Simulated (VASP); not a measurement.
# Be3Te (P-6m2) in VASP: a series of runs

The runs below take Be3Te through single point, with PBE.

All numbers are computed with VASP 6.6.1; they aren't measurements. Logs are shortened: lines on timing, memory, paths and dates and some standing lists are left out, and cuts for length are marked.

## Step 1: The cell of the first run

The structure is hexagonal, space group P-6m2 (No. 187). Conventional cell: a = 3.045 Å, b = 3.045 Å, c = 7.566 Å, α = 90.00°, β = 90.00°, γ = 120.00°. Be (site symmetry -6m2) has 6 Be at 2.20 Å within 2.9 Å. Be (site symmetry 3m) has 4 Be at 2.20 to 2.65 Å within 2.9 Å. Te (site symmetry -6m2) has 8 Be at 3.02 to 3.78 Å and 6 Te at 3.04 Å within 4.0 Å.

The cell was generated, and may not be a known phase.

## Step 2: Single point, PBE

The input, INCAR:

```
ALGO = Normal ; EDIFF = 1E-6
ENCUT = 600 ; GGA = PE
GGA_COMPAT = F ; ISIF = 2
ISMEAR = 0 ; LASPH = T
LCHARG = F ; LREAL = F
LWAVE = F ; NBANDS = 14
NELM = 120 ; PREC = Accurate
SIGMA = 0.2
```

The input, KPOINTS:

```
k-points
0
Gamma
  7 7 2
```

The input, POSCAR:

```
Be3Te
1.0
    3.0445215863      0.0000000000      0.0000000000
   -1.5222607931      2.6366330361      0.0000000000
    0.0000000000      0.0000000000      7.5655549155
Be Te
3 1
Direct
    0.6666666667      0.3333333333      0.0000000000
    0.0000000000      0.0000000000      0.8247070237
    0.0000000000      0.0000000000      0.1752929763
    0.6666666667      0.3333333333      0.5000000000
```

Potentials or basis: VASP PAW PBE potentials, release 64 (Be, Te).

Command:

```sh
cat potpaw_PBE.64/Be/POTCAR potpaw_PBE.64/Te/POTCAR > POTCAR
mpirun -np 1 vasp_std > vasp.out
```

OUTCAR:

```text
EDIFF = 1E-6
   ENCUT = 600
   GGA = PE
   ISIF = 2
   ISMEAR = 0
   LASPH = T
   LREAL = F
   NELM = 120
   PREC = Accurate

 ion  position               nearest neighbor table
   1  0.667  0.333  0.000-   2 2.20   3 2.20   2 2.20   3 2.20   2 2.20   3 2.20
   2  0.000  0.000  0.825-   1 2.20   1 2.20   1 2.20   4 3.02   4 3.02   4 3.02
   3  0.000  0.000  0.175-   1 2.20   1 2.20   1 2.20   4 3.02   4 3.02   4 3.02
   4  0.667  0.333  0.500-   2 3.02   3 3.02   2 3.02   3 3.02   2 3.02   3 3.02

  LATTYP: Found a hexagonal cell.
 ALAT       =     3.0445215863
 C/A-ratio  =     2.4849733205

  Lattice vectors:

 A1 = (   3.0445215863,   0.0000000000,   0.0000000000)
 A2 = (  -1.5222607931,   2.6366330361,   0.0000000000)
 A3 = (   0.0000000000,   0.0000000000,   7.5655549155)

Analysis of symmetry for initial positions (statically):
=====================================================================
 Subroutine PRICEL returns:
 Original cell was already a primitive cell.

 Routine SETGRP: Setting up the symmetry group for a
 hexagonal supercell.

 Subroutine GETGRP returns: Found 12 space group operations
 (whereof 12 operations were pure point group operations)
 out of a pool of 24 trial point group operations.

The static configuration has the point symmetry D_3h.

Analysis of symmetry for dynamics (positions and initial velocities):
=====================================================================
 Subroutine PRICEL returns:
 Original cell was already a primitive cell.

 Routine SETGRP: Setting up the symmetry group for a
 hexagonal supercell.

 Subroutine GETGRP returns: Found 12 space group operations
 (whereof 12 operations were pure point group operations)
 out of a pool of 24 trial point group operations.

The dynamic configuration has the point symmetry D_3h.

 Subroutine INISYM returns: Found 12 space group operations
 (whereof 12 operations are pure point group operations),
 and found     1 'primitive' translations

----------------------------------------------------------------------------------------

                                     Primitive cell

  volume of cell :      60.7309

  direct lattice vectors                    reciprocal lattice vectors
     3.044521586  0.000000000  0.000000000     0.328458831  0.189635794  0.000000000
    -1.522260793  2.636633036  0.000000000     0.000000000  0.379271589  0.000000000
     0.000000000  0.000000000  7.565554915     0.000000000  0.000000000  0.132178011

  length of vectors
     3.044521586  3.044521586  7.565554915     0.379271589  0.379271589  0.132178011

  position of ions in fractional coordinates (direct lattice)
     0.666666667  0.333333333  0.000000000
     0.000000000  0.000000000  0.824707024
     0.000000000  0.000000000  0.175292976
     0.666666667  0.333333333  0.500000000

  ion indices of the primitive-cell ions
   primitive index   ion index
                 1           1
                 2           2
                 3           3
                 4           4

----------------------------------------------------------------------------------------

 KPOINTS: k-points

Automatic generation of k-mesh.
 Grid dimensions read from file:
 generate k-points for:    7    7    2

 Generating k-lattice:

  Cartesian coordinates                     Fractional coordinates (reciprocal lattice)
     0.046922690  0.027090828  0.000000000     0.142857143  0.000000000  0.000000000
     0.000000000  0.054181656  0.000000000     0.000000000  0.142857143  0.000000000
     0.000000000  0.000000000  0.066089005     0.000000000  0.000000000  0.500000000

  Length of vectors
     0.054181656  0.054181656  0.066089005

  Shift w.r.t. Gamma in fractional coordinates (k-lattice)
     0.000000000  0.000000000  0.000000000

 Subroutine IBZKPT returns following result:
 ===========================================

 Found     16 irreducible k-points:

 Following reciprocal coordinates:
            Coordinates               Weight
  0.000000  0.000000  0.000000      1.000000
  0.142857 -0.000000  0.000000      6.000000
  0.285714 -0.000000  0.000000      6.000000
  0.428571 -0.000000  0.000000      6.000000
  0.142857  0.142857  0.000000      6.000000
  0.285714  0.142857  0.000000     12.000000
[... 8 lines left out ...]
  0.428571  0.142857  0.500000      6.000000
  0.285714  0.285714  0.500000      6.000000
   k-points           NKPTS =     16   k-points in BZ     NKDIM =     16   number of bands    NBANDS=     14
   number of dos      NEDOS =    301   number of ions     NIONS =      4
   total plane-waves  NPLWV =  34560
   dimension x,y,z NGX =    24 NGY =   24 NGZ =   60
   dimension x,y,z NGXF=    48 NGYF=   48 NGZF=  120
   ions per type =               3   1
   NGX,Y,Z   is equivalent  to a cutoff of  13.11, 13.11, 13.18 a.u.
   NGXF,Y,Z  is equivalent  to a cutoff of  26.21, 26.21, 26.37 a.u.
 SYSTEM =  unknown system
   PREC   = accura    normal or accurate (medium, high low for compatibility)
   ISTART =      0    job   : 0-new  1-cont  2-samecut
   ICHARG =      2    charge: 1-file 2-atom 10-const
   ISPIN  =      1    spin polarized calculation?
   LNONCOLLINEAR =      F non collinear calculations
   LSORBIT =      F    spin-orbit coupling
   LASPH  =      T    aspherical Exc in radial PAW
   ENCUT  =  600.0 eV  44.10 Ry    6.64 a.u.   6.08  6.08 15.11*2*pi/ulx,y,z
   NELM   =    120;   NELMIN=  2; NELMDL= -5     # of ELM steps
   EDIFF  = 0.1E-05   stopping-criterion for ELM
   LREAL  =      F    real-space projection
   EDIFFG = 0.1E-04   stopping-criterion for IOM
   NSW    =      0    number of steps for IOM
   IBRION =     -1    ionic relax: 0-MD 1-quasi-New 2-CG
   NFREE  =      0    steps in history (QN), initial steepest desc. (CG)
   ISIF   =      2    stress and relaxation
   ISYM   =      2    0-nonsym 1-usesym 2-fastsym
   POTIM  = 0.5000    time-step for ionic-motion
   TEBEG  =    0.0;   TEEND  =   0.0 temperature during run
   PSTRESS=    0.0 pullay stress
   NELECT =      12.0000    total number of electrons
   NUPDOWN=      -1.0000    fix difference up-down
   EMIN   =  10.00;   EMAX   =-10.00  energy-range for DOS
   EFERMI =   0.00;   METHOD = LEGACY
   ISMEAR =     0;   SIGMA  =   0.20  broadening in eV -4-tet -1-fermi 0-gaus
   EFERMI_NEDOS =   21; number of points for ismear=-14 and -15
   IALGO  =     38    algorithm
   IMIX   =      4    mixing-type and parameters
     AMIX     =   0.40;   BMIX     =  1.00
     AMIX_MAG =   1.60;   BMIX_MAG =  1.00
  volume/ion in A,a.u.               =      15.18       102.46
  Fermi-wavevector in a.u.,A,eV,Ry     =   0.953525  1.801901 12.370551  0.909210
  Thomas-Fermi vector in A             =   2.082188
   LORBIT       =      0    0 simple, 1 ext, 2 COOP (PROOUT), +10 PAW based schemes
   GGA     = PE    functional components
   LHFCALC =     F    Hartree Fock is set to
   AEXX    =    0.0000 exact exchange contribution
   IVDW    =     0    specifies the selected vdW correction
   LEPSILON=     F    determine dielectric tensor
   LRPA    =     F    only Hartree local field effects (RPA)
 non-spin polarized calculation
 Gauss-broadening in eV      SIGMA  =   0.20
  energy-cutoff  :      600.00
  volume of cell :       60.73
 maximum number of plane-waves:      2048
   NGX = 13   NGY = 13   NGZ = 31

 number of electron      12.0000001 magnetization

 Free energy of the ion-electron system (eV)
  ---------------------------------------------------
  ext. energy  EPLUGINS =         0.00000000
  ---------------------------------------------------
  free energy    TOTEN  =       -10.98126304 eV

  energy without entropy =      -10.96136950  energy(sigma->0) =      -10.97131627

 E-fermi :   6.4056     XC(G=0):  -9.8279

 val. band max:        6.3858694717   @ k =   0.2857  -0.0000   0.0000
 cond. band min:       6.6128386198   @ k =   0.2857   0.1429   0.0000
 fundamental gap:      0.2269691481
 Fermi energy:         6.4056054995

 k-point     1 :       0.0000    0.0000    0.0000
  band No.  band energies     occupation
      1      -8.7163      2.00000
      2      -1.4590      2.00000
      3      -1.0307      2.00000
      4       4.4760      2.00000
      5       6.0123      1.99458
      6      10.7294      0.00000
      7      10.7294      0.00000
      8      12.4410      0.00000
      9      12.4410      0.00000
     10      13.6897      0.00000
     11      14.8334      0.00000
     12      14.8334      0.00000
     13      15.6963      0.00000
     14      15.6963      0.00000

 k-point     2 :       0.1429   -0.0000    0.0000
  band No.  band energies     occupation
      1      -8.2783      2.00000
      2      -1.1145      2.00000
      3      -0.6250      2.00000
      4       4.8231      2.00000
      5       6.2790      1.62933
      6       7.6969      0.00000
      7       9.6077      0.00000
      8      10.6739      0.00000
      9      11.5679      0.00000
     10      12.5986      0.00000
     11      14.0500      0.00000
     12      14.1174      0.00000
     13      14.2797      0.00000
     14      16.4162      0.00000

 k-point     3 :       0.2857   -0.0000    0.0000
  band No.  band energies     occupation
      1      -6.9896      2.00000
      2      -0.0841      2.00000
      3       0.5537      2.00000
      4       3.2183      2.00000
      5       5.7971      1.99998
      6       6.3859      1.11099
      7       8.0348      0.00000
      8       8.3764      0.00000
      9       9.3316      0.00000
     10      10.2749      0.00000
     11      12.5830      0.00000
     12      13.0055      0.00000
     13      13.7069      0.00000
     14      15.8877      0.00000
[... 188 lines left out ...]
 k-point    15 :       0.4286    0.1429    0.5000
  band No.  band energies     occupation
      1      -4.3287      2.00000
      2      -0.7950      2.00000
      3       2.3076      2.00000
      4       2.5648      2.00000
      5       4.5377      2.00000
      6       5.1844      2.00000
      7       5.3961      2.00000
      8       7.3077      0.00000
      9       7.6113      0.00000
     10       7.8108      0.00000
     11      11.4076      0.00000
     12      12.5634      0.00000
     13      13.4579      0.00000
     14      15.1521      0.00000

 k-point    16 :       0.2857    0.2857    0.5000
  band No.  band energies     occupation
      1      -4.1663      2.00000
      2       0.4214      2.00000
      3       1.9912      2.00000
      4       2.1356      2.00000
      5       3.8106      2.00000
      6       4.8743      2.00000
      7       5.5992      2.00000
      8       6.1770      1.89405
      9       7.9824      0.00000
     10       8.4620      0.00000
     11       9.8239      0.00000
     12      10.7860      0.00000
     13      13.8646      0.00000
     14      16.5974      0.00000

------------------------ aborting loop because EDIFF is reached ----------------------------------------

  FORCE on cell =-STRESS in cart. coord.  units (eV):
  Direction    XX          YY          ZZ          XY          YZ          ZX
  --------------------------------------------------------------------------------------
  -------------------------------------------------------------------------------------
  Total        0.0326925      0.0326925      0.0804881      0.0000000      0.0000000      0.0000000
  in kB        0.8624794      0.8624794      2.1234039      0.0000000      0.0000000      0.0000000
  external PRESSURE =       1.2827875 kB  Pullay stress =       0.0000000 kB

 VOLUME and BASIS-vectors are now :
 -----------------------------------------------------------------------------
  energy-cutoff  :      600.00
  volume of cell :       60.73
      direct lattice vectors                 reciprocal lattice vectors
     3.044521586  0.000000000  0.000000000     0.328458831  0.189635794  0.000000000
    -1.522260793  2.636633036  0.000000000     0.000000000  0.379271589  0.000000000
     0.000000000  0.000000000  7.565554915     0.000000000  0.000000000  0.132178011

 POSITION                                       TOTAL-FORCE (eV/Angst)
 -----------------------------------------------------------------------------------
      1.52226      0.87888      0.00000        -0.000000      0.000000      0.000000
      0.00000      0.00000      6.23937        -0.000000     -0.000000     -0.000388
      0.00000      0.00000      1.32619        -0.000000      0.000000      0.000388
      1.52226      0.87888      3.78278         0.000000      0.000000      0.000000
 -----------------------------------------------------------------------------------
    total drift:                               -0.000000      0.000000      0.000000

  FREE ENERGIE OF THE ION-ELECTRON SYSTEM (eV)
  ---------------------------------------------------
  free  energy   TOTEN  =       -10.9812630446 eV

  energy  without entropy=      -10.9613695020  energy(sigma->0) =      -10.97131627
```

Wall time 15 s (1 thread of Intel Xeon Platinum 8488C (Sapphire Rapids), shared host); peak memory 0.18 GiB.

Results:

| Quantity | Value |
| --- | --- |
| Free energy | -10.9813 eV |
| Pressure | 0.1 GPa |
| Band gap on the k mesh | zero (bands 6 and 7 overlap by 5.33 eV) |

Stress tensor (GPa, compression positive):
```
0.09 0.00 0.00
0.00 0.09 0.00
0.00 0.00 0.21
```

Levels at points of the mesh, in eV from the Fermi level:
| k point | band 2 | band 3 | band 4 | band 5 | band 6 | band 7 | band 8 | band 9 | band 10 | band 11 |
| --- | --- | --- | --- | --- | --- | --- | --- | --- | --- | --- |
| (0.00, 0.00, 0.00) | -7.86 | -7.44 | -1.93 | -0.39 | 4.32 | 4.32 | 6.04 | 6.04 | 7.28 | 8.43 |
| (0.00, 0.00, 0.50) | -8.52 | -5.76 | -4.47 | 3.21 | 4.19 | 4.39 | 4.39 | 5.87 | 5.87 | 8.38 |

Caveat: the k points lie up to 0.42 Å⁻¹ apart, too coarse for converged energies and pressures of a metal; spin-orbit coupling is left out, which moves the levels of the heavy elements.

## Step 3: Single point, PBE

This run uses another cell than the first one, of 17.47 Å³/atom.

The input, INCAR:

```
SYSTEM = Be3Te
PREC = Accurate
ENCUT = 600
EDIFF = 1E-6
ISMEAR = 0
SIGMA = 0.2
LREAL = .FALSE.
LASPH = .TRUE.
NELM = 120
ALGO = Normal
ISIF = 2
LWAVE = .FALSE.
LCHARG = .TRUE.
GGA = PE
LELF = .TRUE.
LVHAR = .TRUE.
NBANDS = 14
GGA_COMPAT = .FALSE.
```

The input, KPOINTS:

```
Automatic mesh
0
G
  7 7 3
  0 0 0
```

The input, POSCAR:

```
Be3Te
1.0
    4.3621038424      0.0000000000      0.0000000000
   -2.1810519212      3.7776927415      0.0000000000
    0.0000000000      0.0000000000      4.2416281075
Be Te
3 1
Direct
    0.0000000000      0.0000000000      0.0000000000
    0.3333333333      0.6666666667      0.7457144733
    0.3333333333      0.6666666667      0.2542855267
    0.6666666667      0.3333333333      0.0000000000
```

Potentials or basis: VASP PAW PBE potentials, release 64 (Be, Te).

Command:

```sh
cat potpaw_PBE.64/Be/POTCAR potpaw_PBE.64/Te/POTCAR > POTCAR
mpirun -np 1 vasp_std > vasp.out
```

OUTCAR:

```text
SYSTEM = Be3Te
   PREC = Accurate
   ENCUT = 600
   EDIFF = 1E-6
   ISMEAR = 0
   LREAL = .FALSE.
   LASPH = .TRUE.
   NELM = 120
   ISIF = 2
   GGA = PE

 ion  position               nearest neighbor table
   1  0.000  0.000  0.000-   4 2.52   4 2.52   4 2.52
   2  0.333  0.667  0.746-   3 2.08   3 2.16   4 2.74   4 2.74   4 2.74
   3  0.333  0.667  0.254-   2 2.08   2 2.16   4 2.74   4 2.74   4 2.74
   4  0.667  0.333  0.000-   1 2.52   1 2.52   1 2.52   3 2.74   2 2.74   3 2.74   2 2.74   3 2.74
                             2 2.74

  LATTYP: Found a hexagonal cell.
[... 462 lines left out ...]
  --------------------------------------------------------------------------------------
  -------------------------------------------------------------------------------------
  Total        0.0502279      0.0502279     -0.0755876      0.0000000      0.0000000      0.0000000
  in kB        1.1513311      1.1513311     -1.7326310      0.0000000      0.0000000      0.0000000
  external PRESSURE =       0.1900104 kB  Pullay stress =       0.0000000 kB

 VOLUME and BASIS-vectors are now :
 -----------------------------------------------------------------------------
  energy-cutoff  :      600.00
  volume of cell :       69.90
      direct lattice vectors                 reciprocal lattice vectors
     4.362103842  0.000000000  0.000000000     0.229247179  0.132355920  0.000000000
    -2.181051921  3.777692742  0.000000000     0.000000000  0.264711841  0.000000000
     0.000000000  0.000000000  4.241628108     0.000000000  0.000000000  0.235758528

 POSITION                                       TOTAL-FORCE (eV/Angst)
 -----------------------------------------------------------------------------------
      0.00000      0.00000      0.00000        -0.000000      0.000000      0.000000
     -0.00000      2.51846      3.16304        -0.000000      0.000000     -0.011001
     -0.00000      2.51846      1.07858        -0.000000      0.000000      0.011001
      2.18105      1.25923      0.00000         0.000000      0.000000      0.000000
 -----------------------------------------------------------------------------------
    total drift:                               -0.000000      0.000000      0.000000

  FREE ENERGIE OF THE ION-ELECTRON SYSTEM (eV)
  ---------------------------------------------------
  free  energy   TOTEN  =       -10.7903689274 eV

  energy  without entropy=      -10.7708221853  energy(sigma->0) =      -10.78059556
```

stdout:

```text
POSCAR found type information on POSCAR BeTe
 POSCAR found :  2 types and       4 ions
 scaLAPACK will be used
 LDA part: xc-table for (Slater+PW92), standard interpolation
 POSCAR, INCAR and KPOINTS ok, starting setup
 FFT: planning ... GRIDC
 FFT: planning ... GRID_SOFT
 FFT: planning ... GRID
 WAVECAR not read
 entering main loop
```

It took 23 s on 1 thread of Intel Xeon Platinum 8488C (Sapphire Rapids), shared host; peak memory 0.21 GiB.

What came out:

| Quantity | Value |
| --- | --- |
| Free energy | -10.7904 eV |
| Pressure | 0.0 GPa |
| Largest force | 0.011 eV/Å |
| Band gap on the k mesh | zero (bands 6 and 7 overlap by 1.69 eV) |

Forces in eV/Å, atoms in the order of the input:
```
Be   0.000  0.000  0.000
Be   0.000  0.000 -0.011
Be   0.000  0.000  0.011
Te   0.000  0.000  0.000
```

Caveat: the k points lie up to 0.49 Å⁻¹ apart, too coarse for converged energies and pressures of a metal; spin-orbit coupling is left out, which moves the levels of the heavy elements.

The gap in the log of VASP goes by the Fermi energy; the results here count the filled bands.